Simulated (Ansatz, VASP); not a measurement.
**BiAs: VASP beside Ansatz**

The input INCAR:

```
PREC = Accurate
ENCUT = 520
EDIFF = 1E-6
ISMEAR = -1
SIGMA = 0.05
LREAL = False
LASPH = True
NELM = 80
ALGO = Normal
ISIF = 2
LWAVE = False
LCHARG = False
GGA = PE
NBANDS = 17
```

The input KPOINTS:

```
regular mesh
0
Gamma
  5 5 5
```

The input POSCAR:

```
BiAs
1.0
    0.0000000000      3.3531471192      3.3531471192
    3.3531471192      0.0000000000      3.3531471192
    3.3531471192      3.3531471192      0.0000000000
As Bi
1 1
Direct
    0.0000000000      0.0000000000      0.0000000000
    0.2500000000      0.2500000000      0.2500000000
```

Input for Ansatz:

```yaml
crystal:
  lattice:
    - [0.0, 3.3531471192, 3.3531471192]
    - [3.3531471192, 0.0, 3.3531471192]
    - [3.3531471192, 3.3531471192, 0.0]
  atoms:
    - { symbol: As, position: [0.0, 0.0, 0.0] }
    - { symbol: Bi, position: [0.25, 0.25, 0.25] }
kpoints:
  mp_grid: { grid: [5, 5, 5] }
scf:
  occupations: { method: fermi_dirac, width: 0.05 }
hamiltonian:
  xc: pbe
  pseudopotentials: { kind: all_electron, lapw: { basis_error: 0.00025 } }
output:
  forces: true
  stress: true
  eigenvalues: true
```

Alike in both runs: task single point; functional PBE; k mesh 5 × 5 × 5; occupations fermi-dirac, width 0.05 eV; no spin polarisation.

|  | VASP | Ansatz |
| --- | --- | --- |
| version | VASP 6.6.1 | Ansatz 0.2.0 |
| potentials or method | VASP PAW PBE potentials, release 64 (As, Bi_d), cutoff 520 eV | all-electron LAPW, scalar-relativistic |

|  | VASP | Ansatz | Ansatz less VASP |
| --- | --- | --- | --- |
| pressure (GPa) | -0.1 | 0.0 | +0.01 |

Ansatz ran all-electron here, and VASP with PAW potentials.

Spin-orbit coupling is off throughout.
